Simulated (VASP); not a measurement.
Wanted: the native input for a VASP 6.6.1 run.

```yaml
Task: single point
Functional: r2SCAN
Potentials_or_basis: VASP PAW PBE potentials, release 64 (Ta_pv, C)
Cutoff: 660 eV
k_mesh: 4 × 4 × 4
Occupations: gaussian, width 0.1 eV
Spin: no spin polarisation
Dipole_correction: no
Further_INCAR_settings: ALGO = Normal; EDIFF = 1e-06; NBANDS = 37
```

Crystal: Ta4C3.

```
Ta C
1.0
     4.42508    0.00000    0.00000
     0.00000    4.42508    0.00000
     0.00000    0.00000    4.42508
Ta C
4 3
Direct
  0.00000 0.50000 0.50000
  0.50000 0.00000 0.50000
  0.50000 0.50000 0.00000
  0.00000 0.00000 0.00000
  0.50000 0.00000 0.00000
  0.00000 0.50000 0.00000
  0.00000 0.00000 0.50000
```

These files were run (other wordings do the same):

POSCAR

```
Ta4C3
1.0
    4.4250756116      0.0000000000      0.0000000000
    0.0000000000      4.4250756116      0.0000000000
    0.0000000000      0.0000000000      4.4250756116
Ta C
4 3
Direct
    0.0000000000      0.5000000000      0.5000000000
    0.5000000000      0.0000000000      0.5000000000
    0.5000000000      0.5000000000      0.0000000000
    0.0000000000      0.0000000000      0.0000000000
    0.5000000000      0.0000000000      0.0000000000
    0.0000000000      0.5000000000      0.0000000000
    0.0000000000      0.0000000000      0.5000000000
```

INCAR.step1

```
PREC     = Accurate       # precision mode
ENCUT    = 660            # plane-wave cutoff, eV
ISMEAR   = 0              # smearing method
SIGMA    = 0.1            # smearing width, eV
LREAL    = F              # projectors in reciprocal space
LASPH    = T              # aspherical terms in the spheres
NELM     = 120            # most SCF steps
NBANDS   = 37             # bands
GGA      = PE             # functional
ALGO     = Normal         # electronic algorithm
EDIFF    = 1E-5           # SCF threshold, eV
LWAVE    = T              # write WAVECAR
LCHARG   = F              # write CHGCAR
GGA_COMPAT= F
```

INCAR.step2

```
PREC     = Accurate       # precision mode
ENCUT    = 660            # plane-wave cutoff, eV
EDIFF    = 1E-6           # SCF threshold, eV
ISMEAR   = 0              # smearing method
SIGMA    = 0.1            # smearing width, eV
LREAL    = F              # projectors in reciprocal space
LASPH    = T              # aspherical terms in the spheres
NELM     = 120            # most SCF steps
ALGO     = Normal         # electronic algorithm
ISIF     = 2              # what is computed and relaxed
LWAVE    = F              # write WAVECAR
LCHARG   = T              # write CHGCAR
METAGGA  = R2SCAN         # meta-GGA
LMIXTAU  = T            
LELF     = T              # ELF
LVHAR    = T            
NBANDS   = 37             # bands
ISTART   = 1            
GGA_COMPAT= F
```

KPOINTS

```
regular mesh
0
Gamma
  4 4 4
```

Potentials or basis: VASP PAW PBE potentials, release 64 (Ta_pv, C).

The run is started by

```bash
$ cat potpaw_PBE.64/Ta_pv/POTCAR potpaw_PBE.64/C/POTCAR > POTCAR
$ cp INCAR.step1 INCAR
$ mpirun -np 1 vasp_std > vasp.out
$ cp INCAR.step2 INCAR
$ mpirun -np 1 vasp_std > vasp.out
```

It gave:

```yaml
Pressure: 0.9 GPa
Band_gap_on_the_k_mesh: zero (band 28 reaches 7.49 eV, above the bottom of band 29 at 6.64 eV)
```

Caveat: the PAW data sets were made with another functional, which shifts forces and pressure a little; spin-orbit coupling is left out, which moves the levels of the heavy elements.

Wall time 2.3 min on 1 thread of AMD EPYC 9R45 96-Core Processor (Zen 5) (shared host), peak memory 0.24 GiB.
